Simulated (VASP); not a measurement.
**FeO (Wuestite): single point with PBE**

**Measured values to compare with.**

From “W\"ustite: Electric, thermodynamic and optical properties of FeO”, 2012, arxiv:1203.1201, for a bulk crystal of FeO: band gap 2.4 eV (optical).

Crystal: FeO (Wuestite).

```
Fe O
1.0
     0.00000    2.15540    2.15540
     2.15540    0.00000    2.15540
     2.15540    2.15540    0.00000
Fe O
1 1
Direct
  0.00000 0.00000 0.00000
  0.50000 0.50000 0.50000
```

```yaml
Program: VASP 6.6.1
Task: single point
Functional: PBE
Potentials_or_basis: VASP PAW PBE potentials, release 64 (Fe, O)
Cutoff: 520 eV
k_mesh: 11 × 11 × 11
Occupations: gaussian, width 0.024 eV
Spin: collinear spin, ferromagnetic start
Starting_moments: "[3.0, 0.0] μB"
Dipole_correction: no
Further_INCAR_settings: ALGO = Normal; EDIFF = 1e-07; NBANDS = 18
```

* Pressure: -0.2 GPa
* Band gap on the k mesh: zero (filled and empty bands overlap)
* Net moment: 4.00 μB per cell
* Site moments: Fe +3.62; O +0.30 μB
* Valence electrons inside the program's atomic spheres: Fe 6.73; O 4.99

Levels at points of the mesh, in eV from the Fermi level:
Spin up:
```csv
k point,band 7,band 8,band 9,band 10,band 11,band 12
"(0.00, 0.00, 0.00)",-3.80,-3.68,-3.68,0.09,15.47,17.03
```
Spin down:
```csv
k point,band 3,band 4,band 5,band 6,band 7,band 8
"(0.00, 0.00, 0.00)",-3.24,-3.24,-0.74,-0.74,-0.74,0.19
```

It took 72 s on 1 thread of AMD EPYC 7R13, on a shared host, peak memory 0.14 GiB.

Measured gap of FeO: 2.4 eV (optical; quoted in “W\"ustite: Electric, thermodynamic and optical properties of FeO”, 2012, arxiv:1203.1201). This calculation gives 0.00 eV (-2.40 eV). So large a miss can be the level of theory's own, or it may mean another phase, state or a wrong row. The value is that of PBE on a finite k mesh, which can miss the band edges, without temperature or zero-point motion. Semilocal functionals fall short of measured gaps as a rule. The run's magnetic order (collinear spin, ferromagnetic start) needn't be the measured crystal's.

Caveat: a cell with one magnetic atom can't hold antiferromagnetic order, which such compounds often take; semilocal functionals often make such compounds metallic where correlation or magnetic order opens a gap, which also shifts bond lengths.
